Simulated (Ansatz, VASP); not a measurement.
**One calculation of LiMg3Cl6, two programs**

Contents of INCAR:

```
SYSTEM = LiMg3Cl6
PREC = Accurate ; ENCUT = 520
EDIFF = 1E-6 ; ISMEAR = 0
SIGMA = 0.1 ; LREAL = .FALSE.
LASPH = .TRUE. ; NELM = 100
ALGO = Normal ; ISIF = 2
LWAVE = .FALSE. ; LCHARG = .FALSE.
GGA = PE ; NBANDS = 36
```

KPOINTS

```
regular mesh
0
G
  3 3 4
  0 0 0
```

File POSCAR:

```
LiMg3Cl6
1.0
    6.0180398600      0.0000000000      0.0000000000
   -3.0090199300      5.2117754000      0.0000000000
    0.0000000000      0.0000000000      5.5459378300
Li Mg Cl
1 3 6
Direct
    0.0000000000      0.0000000000      0.0000000000
    0.3333333300      0.6666666700      0.0000000000
    0.6666666700      0.3333333300      0.0000000000
    0.0000000000      0.0000000000      0.5000000000
    0.3334000100      0.0000000000      0.2500000000
    0.0000000000      0.3334000100      0.2500000000
    0.6665999900      0.6665999900      0.2500000000
    0.0000000000      0.6665999900      0.7500000000
    0.6665999900      0.0000000000      0.7500000000
    0.3334000100      0.3334000100      0.7500000000
```

Input for Ansatz:

```yaml
crystal:
  lattice:
    - [6.01803986, 0.0, 0.0]
    - [-3.00901993, 5.2117754, 0.0]
    - [0.0, 0.0, 5.54593783]
  atoms:
    - { symbol: Li, position: [0.0, 0.0, 0.0] }
    - { symbol: Mg, position: [0.33333333, 0.66666667, 0.0] }
    - { symbol: Mg, position: [0.66666667, 0.33333333, 0.0] }
    - { symbol: Mg, position: [0.0, 0.0, 0.5] }
    - { symbol: Cl, position: [0.33340001, 0.0, 0.25] }
    - { symbol: Cl, position: [0.0, 0.33340001, 0.25] }
    - { symbol: Cl, position: [0.66659999, 0.66659999, 0.25] }
    - { symbol: Cl, position: [0.0, 0.66659999, 0.75] }
    - { symbol: Cl, position: [0.66659999, 0.0, 0.75] }
    - { symbol: Cl, position: [0.33340001, 0.33340001, 0.75] }
basis:
  ecutwfc: 420
kpoints:
  mp_grid: { grid: [3, 3, 4] }
hamiltonian:
  xc: pbe
scf:
  occupations: { method: gaussian, width: 0.1 }
  lower_state_search: "off"
output:
  forces: true
  stress: true
  eigenvalues: true
```

Alike in both runs: task single point; functional PBE; k mesh 3 × 3 × 4; occupations gaussian, width 0.1 eV; no spin polarisation.

|  | VASP | Ansatz |
| --- | --- | --- |
| version | VASP 6.6.1 | Ansatz 0.2.0 |
| potentials or method | VASP PAW PBE potentials, release 64 (Li_sv, Mg, Cl), cutoff 520 eV | scalar-relativistic, plane waves, PAW |
| valence electrons in the cell | 51 | 75 |

Ansatz gave:

* gap on the k mesh at the Fermi level (eV): none
* rms of the force components (eV/Å): 0.072

Q: Which values does VASP return?

A: gap on the k mesh at the Fermi level (eV): none; rms of the force components (eV/Å): 0.074.

Atom by atom the forces differ by 0.004 eV/Å (rms over components). A gap of «none» marks a metal or a gap that the smearing closes. VASP's potentials hold 51 valence electrons a cell and Ansatz's 75, so a difference there can come from the potentials and not from the codes.

The k mesh is coarse, so the values compare programs but aren't converged. Noted on VASP's run: the cutoff is short for stress, so the pressure is rough.
